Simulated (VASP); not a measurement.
# HfO2 (R3m) in VASP: a series of runs

HfO2 is run at these levels: r2SCAN; tasks: single point.

Everything below comes from runs of VASP 6.6.1. Logs are shortened: lines on timing, memory, paths and dates and some standing lists are left out, and cuts for length are marked.

### 1 The cell of the first run

Symmetry: R3m, No. 160, trigonal system. Conventional cell: a = 3.617 Å, b = 3.617 Å, c = 8.859 Å, α = 90.00°, β = 90.00°, γ = 120.00°. Within 2.8 Å of Hf (site symmetry 3m) lie 8 O at 2.13 to 2.30 Å. O (site symmetry 3m) has 4 Hf at 2.19 to 2.30 Å and 6 O at 2.56 Å within 2.9 Å. Within 2.8 Å of O (site symmetry 3m) lie 4 Hf at 2.13 to 2.25 Å and 6 O at 2.56 Å.

### 2 Single point, r2SCAN (mode 4 (202.9 1/cm) frozen in, largest displacement +0.075 Å)

File POSCAR:

```
HfO2
1.0
    0.0000000000      2.5575000000      2.5575000000
    2.5575000000      0.0000000000      2.5575000000
    2.5575000000      2.5575000000      0.0000000000
Hf O
1 2
Direct
   -0.0015176402     -0.0015176402     -0.0015176402
    0.2584655465      0.2584655465      0.2584655465
    0.7584655465      0.7584655465      0.7584655465
```

File INCAR.step1:

```
SYSTEM = HfO2
PREC = Accurate
ENCUT = 520
ISMEAR = 0
SIGMA = 0.05
LREAL = .FALSE.
LASPH = .TRUE.
NELM = 100
NBANDS = 18
GGA = PE
ALGO = Normal
EDIFF = 1E-4
LWAVE = .TRUE.
LCHARG = .FALSE.
```

File INCAR.step2:

```
SYSTEM = HfO2
PREC = Accurate
ENCUT = 520
EDIFF = 1E-6
ISMEAR = 0
SIGMA = 0.05
LREAL = .FALSE.
LASPH = .TRUE.
NELM = 100
ALGO = Normal
ISIF = 2
LWAVE = .FALSE.
LCHARG = .FALSE.
METAGGA = R2SCAN
LMIXTAU = .TRUE.
NBANDS = 18
ISTART = 1
```

File KPOINTS:

```
regular mesh
0
G
  8 8 8
  0 0 0
```

Potentials or basis: VASP PAW PBE potentials, release 64 (Hf_pv, O).

Started as:

```console
$ cat potpaw_PBE.64/Hf_pv/POTCAR potpaw_PBE.64/O/POTCAR > POTCAR
$ cp INCAR.step1 INCAR
$ mpirun -np 1 vasp_std > vasp.out
$ cp INCAR.step2 INCAR
$ mpirun -np 1 vasp_std > vasp.out
```

OUTCAR:

```text
SYSTEM = HfO2
   PREC = Accurate
   ENCUT = 520
   EDIFF = 1E-6
   ISMEAR = 0
   LREAL = .FALSE.
   LASPH = .TRUE.
   NELM = 100
   ISIF = 2
   METAGGA = R2SCAN
   ISTART = 1

 ion  position               nearest neighbor table
   1  0.998  0.998  0.998-   3 2.13   2 2.19   2 2.19   2 2.19   3 2.25   3 2.25   3 2.25   2 2.30

   2  0.258  0.258  0.258-   1 2.19   1 2.19   1 2.19   1 2.30
   3  0.758  0.758  0.758-   1 2.13   1 2.25   1 2.25   1 2.25

  LATTYP: Found a face centered cubic cell.
 ALAT       =     5.1150000000

  Lattice vectors:

 A1 = (   0.0000000000,   2.5575000000,   2.5575000000)
 A2 = (   2.5575000000,   0.0000000000,   2.5575000000)
 A3 = (   2.5575000000,   2.5575000000,   0.0000000000)

Analysis of symmetry for initial positions (statically):
=====================================================================
 Subroutine PRICEL returns:
 Original cell was already a primitive cell.

 Routine SETGRP: Setting up the symmetry group for a
 face centered cubic supercell.

 Subroutine GETGRP returns: Found  6 space group operations
 (whereof  6 operations were pure point group operations)
 out of a pool of 48 trial point group operations.

The static configuration has the point symmetry C_3v.

Analysis of symmetry for dynamics (positions and initial velocities):
=====================================================================
 Subroutine PRICEL returns:
 Original cell was already a primitive cell.

 Routine SETGRP: Setting up the symmetry group for a
 face centered cubic supercell.

 Subroutine GETGRP returns: Found  6 space group operations
 (whereof  6 operations were pure point group operations)
 out of a pool of 48 trial point group operations.

The dynamic configuration has the point symmetry C_3v.

 Subroutine INISYM returns: Found  6 space group operations
 (whereof  6 operations are pure point group operations),
 and found     1 'primitive' translations

----------------------------------------------------------------------------------------

                                     Primitive cell

  volume of cell :      33.4562

  direct lattice vectors                    reciprocal lattice vectors
     0.000000000  2.557500000  2.557500000    -0.195503421  0.195503421  0.195503421
     2.557500000  0.000000000  2.557500000     0.195503421 -0.195503421  0.195503421
     2.557500000  2.557500000  0.000000000     0.195503421  0.195503421 -0.195503421

  length of vectors
     3.616851186  3.616851186  3.616851186     0.338621859  0.338621859  0.338621859

  position of ions in fractional coordinates (direct lattice)
     0.998482360  0.998482360  0.998482360
     0.258465546  0.258465546  0.258465546
     0.758465546  0.758465546  0.758465546

  ion indices of the primitive-cell ions
   primitive index   ion index
                 1           1
                 2           2
                 3           3

----------------------------------------------------------------------------------------

 KPOINTS: regular mesh

Automatic generation of k-mesh.
 Grid dimensions read from file:
 generate k-points for:    8    8    8

 Generating k-lattice:

  Cartesian coordinates                     Fractional coordinates (reciprocal lattice)
    -0.024437928  0.024437928  0.024437928     0.125000000  0.000000000  0.000000000
     0.024437928 -0.024437928  0.024437928     0.000000000  0.125000000  0.000000000
     0.024437928  0.024437928 -0.024437928     0.000000000  0.000000000  0.125000000

  Length of vectors
     0.042327732  0.042327732  0.042327732

  Shift w.r.t. Gamma in fractional coordinates (k-lattice)
     0.000000000  0.000000000  0.000000000

 Subroutine IBZKPT returns following result:
 ===========================================

 Found     65 irreducible k-points:

 Following reciprocal coordinates:
            Coordinates               Weight
  0.000000  0.000000  0.000000      1.000000
  0.125000  0.000000  0.000000      6.000000
  0.125000  0.125000  0.125000      2.000000
  0.250000  0.000000  0.000000      6.000000
  0.250000  0.250000  0.250000      2.000000
  0.375000  0.000000  0.000000      6.000000
[... 16 lines left out ...]
 -0.250000  0.125000  0.000000     12.000000
  0.125000  0.125000  0.375000      6.000000
 [... further k-points ...]
   k-points           NKPTS =     65   k-points in BZ     NKDIM =     65   number of bands    NBANDS=     18
   number of dos      NEDOS =    301   number of ions     NIONS =      3
   total plane-waves  NPLWV =  21952
   dimension x,y,z NGX =    28 NGY =   28 NGZ =   28
   dimension x,y,z NGXF=    56 NGYF=   56 NGZF=   56
   ions per type =               1   2
   NGX,Y,Z   is equivalent  to a cutoff of  12.87, 12.87, 12.87 a.u.
   NGXF,Y,Z  is equivalent  to a cutoff of  25.74, 25.74, 25.74 a.u.
 SYSTEM =  HfO2
   PREC   = accura    normal or accurate (medium, high low for compatibility)
   ISTART =      1    job   : 0-new  1-cont  2-samecut
   ICHARG =      0    charge: 1-file 2-atom 10-const
   ISPIN  =      1    spin polarized calculation?
   LNONCOLLINEAR =      F non collinear calculations
   LSORBIT =      F    spin-orbit coupling
   LASPH  =      T    aspherical Exc in radial PAW
   ENCUT  =  520.0 eV  38.22 Ry    6.18 a.u.   6.72  6.72  6.72*2*pi/ulx,y,z
   NELM   =    100;   NELMIN=  2; NELMDL=  0     # of ELM steps
   EDIFF  = 0.1E-05   stopping-criterion for ELM
   LREAL  =      F    real-space projection
   EDIFFG = 0.1E-04   stopping-criterion for IOM
   NSW    =      0    number of steps for IOM
   IBRION =     -1    ionic relax: 0-MD 1-quasi-New 2-CG
   NFREE  =      0    steps in history (QN), initial steepest desc. (CG)
   ISIF   =      2    stress and relaxation
   ISYM   =      2    0-nonsym 1-usesym 2-fastsym
   POTIM  = 0.5000    time-step for ionic-motion
   TEBEG  =    0.0;   TEEND  =   0.0 temperature during run
   PSTRESS=    0.0 pullay stress
   NELECT =      22.0000    total number of electrons
   NUPDOWN=      -1.0000    fix difference up-down
   EMIN   =  10.00;   EMAX   =-10.00  energy-range for DOS
   EFERMI =   0.00;   METHOD = LEGACY
   ISMEAR =     0;   SIGMA  =   0.05  broadening in eV -4-tet -1-fermi 0-gaus
   EFERMI_NEDOS =   21; number of points for ismear=-14 and -15
   IALGO  =     38    algorithm
   IMIX   =      4    mixing-type and parameters
     AMIX     =   0.40;   BMIX     =  1.00
     AMIX_MAG =   1.60;   BMIX_MAG =  1.00
  volume/ion in A,a.u.               =      11.15        75.26
  Fermi-wavevector in a.u.,A,eV,Ry     =   1.423607  2.690227 27.574337  2.026657
  Thomas-Fermi vector in A             =   2.544186
   LORBIT       =      0    0 simple, 1 ext, 2 COOP (PROOUT), +10 PAW based schemes
   METAGGA = R2SCAN    functional components
   LHFCALC =     F    Hartree Fock is set to
   AEXX    =    0.0000 exact exchange contribution
   IVDW    =     0    specifies the selected vdW correction
   LEPSILON=     F    determine dielectric tensor
   LRPA    =     F    only Hartree local field effects (RPA)
 non-spin polarized calculation
 Gauss-broadening in eV      SIGMA  =   0.05
  energy-cutoff  :      520.00
  volume of cell :       33.46
 maximum number of plane-waves:       934
   NGX = 13   NGY = 13   NGZ = 13

 number of electron      22.0000006 magnetization

 Free energy of the ion-electron system (eV)
  ---------------------------------------------------
  ext. energy  EPLUGINS =         0.00000000
  ---------------------------------------------------
  free energy    TOTEN  =       -68.47890019 eV

  energy without entropy =      -68.47890019  energy(sigma->0) =      -68.47890019

 E-fermi :   4.0413     XC(G=0): -12.4211

 val. band max:        3.6907878746   @ k =   0.5000   0.5000   0.0000
 cond. band min:       7.9280349226   @ k =   0.5000   0.5000   0.0000
 fundamental gap:      4.2372470480
 Fermi energy:         4.0412688566

 k-point     1 :       0.0000    0.0000    0.0000
  band No.  band energies     occupation
      1     -27.0930      2.00000
      2     -27.0846      2.00000
      3     -27.0846      2.00000
      4     -15.8800      2.00000
      5     -13.0374      2.00000
      6      -1.5902      2.00000
[... 10 lines left out ...]
     17      14.3227      0.00000
     18      16.2080      0.00000

 k-point     2 :       0.1250    0.0000    0.0000
  band No.  band energies     occupation
      1     -27.1472      2.00000
      2     -27.0978      2.00000
      3     -27.0911      2.00000
      4     -15.6860      2.00000
      5     -13.1894      2.00000
      6      -1.4923      2.00000
[... 10 lines left out ...]
     17      14.1628      0.00000
     18      16.2064      0.00000

 k-point     3 :       0.1250    0.1250    0.1250
  band No.  band energies     occupation
      1     -27.1540      2.00000
      2     -27.0911      2.00000
      3     -27.0911      2.00000
      4     -15.6854      2.00000
      5     -13.1903      2.00000
      6      -1.4431      2.00000
[... 10 lines left out ...]
     17      14.0753      0.00000
     18      16.2066      0.00000

 k-point     4 :       0.2500    0.0000    0.0000
  band No.  band energies     occupation
      1     -27.2885      2.00000
      2     -27.1142      2.00000
      3     -27.1067      2.00000
      4     -15.2239      2.00000
      5     -13.5045      2.00000
      6      -1.1274      2.00000
[... 375 lines left out ...]
      4     -14.6309      2.00000
      5     -13.7776      2.00000
      6      -0.9552      2.00000
[... 10 lines left out ...]
     17      14.3252      0.00000
     18      16.1863      0.00000

 k-point    23 :      -0.2500    0.1250    0.0000
  band No.  band energies     occupation
      1     -27.3377      2.00000
      2     -27.1595      2.00000
      3     -27.1160      2.00000
      4     -14.9309      2.00000
      5     -13.6743      2.00000
      6      -1.1461      2.00000
[... 10 lines left out ...]
     17      13.9986      0.00000
     18      16.1963      0.00000

 k-point    24 :       0.1250    0.1250    0.3750
  band No.  band energies     occupation
      1     -27.3399      2.00000
      2     -27.1622      2.00000
      3     -27.1111      2.00000
      4     -14.9284      2.00000
      5     -13.6773      2.00000
      6      -1.1583      2.00000
[... 10 lines left out ...]
     17      14.0061      0.00000
     18      16.1964      0.00000

 [... further k-points ...]
[... 5 lines left out ...]
  --------------------------------------------------------------------------------------
  -------------------------------------------------------------------------------------
  Total       -2.3437637     -2.3437637     -2.3437637      0.0913580      0.0913580      0.0913580
  in kB     -112.2399526   -112.2399526   -112.2399526      4.3750226      4.3750226      4.3750226
  external PRESSURE =    -112.2399526 kB  Pullay stress =       0.0000000 kB

 VOLUME and BASIS-vectors are now :
 -----------------------------------------------------------------------------
  energy-cutoff  :      520.00
  volume of cell :       33.46
      direct lattice vectors                 reciprocal lattice vectors
     0.000000000  2.557500000  2.557500000    -0.195503421  0.195503421  0.195503421
     2.557500000  0.000000000  2.557500000     0.195503421 -0.195503421  0.195503421
     2.557500000  2.557500000  0.000000000     0.195503421  0.195503421 -0.195503421

 POSITION                                       TOTAL-FORCE (eV/Angst)
 -----------------------------------------------------------------------------------
      5.10724      5.10724      5.10724         0.203578      0.203578      0.203578
      1.32205      1.32205      1.32205        -0.051889     -0.051889     -0.051889
      3.87955      3.87955      3.87955        -0.151689     -0.151689     -0.151689
 -----------------------------------------------------------------------------------
    total drift:                               -0.001040     -0.001040     -0.001040

  FREE ENERGIE OF THE ION-ELECTRON SYSTEM (eV)
  ---------------------------------------------------
  free  energy   TOTEN  =       -68.4789001863 eV

  energy  without entropy=      -68.4789001863  energy(sigma->0) =      -68.47890019
```

Run time: 68 s. Hardware: 1 thread of Intel Xeon 6975P-C (Granite Rapids), shared host; peak memory 0.19 GiB.

Results:

| Quantity | Value |
| --- | --- |
| Free energy | -68.4789 eV |
| Pressure | -11.2 GPa |
| Largest force | 0.353 eV/Å |
| Band gap on the k mesh | 4.24 eV, direct |

Forces on the atoms (eV/Å):
```
Hf   0.204  0.204  0.204
O   -0.052 -0.052 -0.052
O   -0.152 -0.152 -0.152
```

Stress tensor (GPa, compression positive):
```
-11.22   0.44   0.44
  0.44 -11.22   0.44
  0.44   0.44 -11.22
```

Caveat: the cell differs from its parent crystal (mode 4 (202.9 1/cm) frozen in, largest displacement +0.075 Å); the PAW data sets were made with another functional, which shifts forces and pressure a little; spin-orbit coupling is left out, which moves the levels of the heavy elements. A k mesh can miss the band edges.

### 3 Single point, r2SCAN (mode 4 (202.9 1/cm) frozen in, largest displacement +0.025 Å)

File POSCAR:

```
HfO2
1.0
    0.0000000000      2.5575000000      2.5575000000
    2.5575000000      0.0000000000      2.5575000000
    2.5575000000      2.5575000000      0.0000000000
Hf O
1 2
Direct
   -0.0005058801     -0.0005058801     -0.0005058801
    0.2528218488      0.2528218488      0.2528218488
    0.7528218488      0.7528218488      0.7528218488
```

File INCAR.step1:

```
SYSTEM = HfO2
ALGO = Normal
EDIFF = 1E-4
ENCUT = 520
GGA = PE
ISMEAR = 0
LASPH = .True.
LCHARG = .False.
LREAL = .False.
LWAVE = .True.
NBANDS = 18
NELM = 60
PREC = Accurate
SIGMA = 0.05
```

File INCAR.step2:

```
SYSTEM = HfO2
ALGO = Normal
EDIFF = 1E-6
ENCUT = 520
ISIF = 2
ISMEAR = 0
ISTART = 1
LASPH = .True.
LCHARG = .True.
LELF = .True.
LMIXTAU = .True.
LREAL = .False.
LVHAR = .True.
LWAVE = .False.
METAGGA = R2SCAN
NBANDS = 18
NELM = 60
PREC = Accurate
SIGMA = 0.05
```

File KPOINTS:

```
k-points
0
Gamma
  8 8 8
  0 0 0
```

Potentials or basis: VASP PAW PBE potentials, release 64 (Hf_pv, O).

Started as:

```console
$ cat potpaw_PBE.64/Hf_pv/POTCAR potpaw_PBE.64/O/POTCAR > POTCAR
$ cp INCAR.step1 INCAR
$ mpirun -np 1 vasp_std > vasp.out
$ cp INCAR.step2 INCAR
$ mpirun -np 1 vasp_std > vasp.out
```

OUTCAR:

```text
SYSTEM = HfO2
   EDIFF = 1E-6
   ENCUT = 520
   ISIF = 2
   ISMEAR = 0
   ISTART = 1
   LASPH = .True.
   LREAL = .False.
   METAGGA = R2SCAN
   NELM = 60
   PREC = Accurate

 ion  position               nearest neighbor table
   1  0.999  0.999  0.999-   3 2.19   2 2.21   2 2.21   2 2.21   3 2.22   3 2.22   3 2.22   2 2.24

   2  0.253  0.253  0.253-   1 2.21   1 2.21   1 2.21   1 2.24
   3  0.753  0.753  0.753-   1 2.19   1 2.22   1 2.22   1 2.22

  LATTYP: Found a face centered cubic cell.
 ALAT       =     5.1150000000

  Lattice vectors:

 A1 = (   0.0000000000,   2.5575000000,   2.5575000000)
 A2 = (   2.5575000000,   0.0000000000,   2.5575000000)
 A3 = (   2.5575000000,   2.5575000000,   0.0000000000)

Analysis of symmetry for initial positions (statically):
=====================================================================
 Subroutine PRICEL returns:
 Original cell was already a primitive cell.

 Routine SETGRP: Setting up the symmetry group for a
 face centered cubic supercell.

 Subroutine GETGRP returns: Found  6 space group operations
[... 161 lines left out ...]
  ext. energy  EPLUGINS =         0.00000000
  ---------------------------------------------------
  free energy    TOTEN  =       -68.49214361 eV

  energy without entropy =      -68.49214361  energy(sigma->0) =      -68.49214361

 E-fermi :   4.0263     XC(G=0): -12.4238

 val. band max:        3.6865161507   @ k =   0.5000   0.5000   0.0000
 cond. band min:       7.9075226248   @ k =   0.5000   0.5000   0.0000
 fundamental gap:      4.2210064741
 Fermi energy:         4.0263406699

 k-point     1 :       0.0000    0.0000    0.0000
  band No.  band energies     occupation
      1     -27.0974      2.00000
      2     -27.0965      2.00000
      3     -27.0965      2.00000
      4     -15.8780      2.00000
      5     -13.0094      2.00000
      6      -1.5890      2.00000
[... 481 lines left out ...]
      5     -13.6636      2.00000
      6      -1.1385      2.00000
[... 10 lines left out ...]
     17      14.0175      0.00000
     18      16.1783      0.00000

 [... further k-points ...]
[... 5 lines left out ...]
  --------------------------------------------------------------------------------------
  -------------------------------------------------------------------------------------
  Total       -2.4824871     -2.4824871     -2.4824871      0.0098881      0.0098881      0.0098881
  in kB     -118.8832492   -118.8832492   -118.8832492      0.4735274      0.4735274      0.4735274
  external PRESSURE =    -118.8832492 kB  Pullay stress =       0.0000000 kB

 VOLUME and BASIS-vectors are now :
 -----------------------------------------------------------------------------
  energy-cutoff  :      520.00
  volume of cell :       33.46
      direct lattice vectors                 reciprocal lattice vectors
     0.000000000  2.557500000  2.557500000    -0.195503421  0.195503421  0.195503421
     2.557500000  0.000000000  2.557500000     0.195503421 -0.195503421  0.195503421
     2.557500000  2.557500000  0.000000000     0.195503421  0.195503421 -0.195503421

 POSITION                                       TOTAL-FORCE (eV/Angst)
 -----------------------------------------------------------------------------------
      5.11241      5.11241      5.11241         0.060614      0.060614      0.060614
      1.29318      1.29318      1.29318        -0.024876     -0.024876     -0.024876
      3.85068      3.85068      3.85068        -0.035738     -0.035738     -0.035738
 -----------------------------------------------------------------------------------
    total drift:                               -0.002074     -0.002074     -0.002074

  FREE ENERGIE OF THE ION-ELECTRON SYSTEM (eV)
  ---------------------------------------------------
  free  energy   TOTEN  =       -68.4921436145 eV

  energy  without entropy=      -68.4921436145  energy(sigma->0) =      -68.49214361
```

OSZICAR.step1:

```text
N       E                     dE             d eps       ncg     rms          rms(c)
DAV:   1     0.922964391948E+02    0.92296E+02   -0.12571E+04  2340   0.120E+03
DAV:   2    -0.319790871964E+02   -0.12428E+03   -0.12054E+03  3072   0.286E+02
DAV:   3    -0.360369038951E+02   -0.40578E+01   -0.40432E+01  2652   0.459E+01
DAV:   4    -0.360606233875E+02   -0.23719E-01   -0.23714E-01  2958   0.397E+00
DAV:   5    -0.360607565263E+02   -0.13314E-03   -0.13314E-03  2600   0.276E-01    0.453E+01
DAV:   6    -0.303799679012E+02    0.56808E+01   -0.20681E+01  2382   0.321E+01    0.400E+01
DAV:   7    -0.302743446224E+02    0.10562E+00   -0.68788E-01  2652   0.678E+00    0.285E+01
DAV:   8    -0.302579806564E+02    0.16364E-01   -0.34326E-01  2520   0.528E+00    0.101E+01
DAV:   9    -0.302315016520E+02    0.26479E-01   -0.76000E-02  2428   0.235E+00    0.270E+00
DAV:  10    -0.302318285751E+02   -0.32692E-03   -0.36009E-03  2638   0.452E-01    0.139E-01
DAV:  11    -0.302318587036E+02   -0.30129E-04   -0.19188E-04  2520   0.115E-01
   1 F= -.30231859E+02 E0= -.30231859E+02  d E =-.123204E-22
```

Wall time 71 s (1 thread of Intel Xeon 6975P-C (Granite Rapids), shared host); peak memory 0.18 GiB.

Results:

| Item | Value |
| --- | --- |
| Free energy | -68.4921 eV |
| Pressure | -11.9 GPa |
| Largest force | 0.105 eV/Å |
| Band gap on the k mesh | 4.22 eV, direct |

Forces on the atoms (eV/Å):
```
Hf   0.061  0.061  0.061
O   -0.025 -0.025 -0.025
O   -0.036 -0.036 -0.036
```

Caveat: the cell differs from its parent crystal (mode 4 (202.9 1/cm) frozen in, largest displacement +0.025 Å); the PAW data sets were made with another functional, which shifts forces and pressure a little; spin-orbit coupling is left out, which moves the levels of the heavy elements.
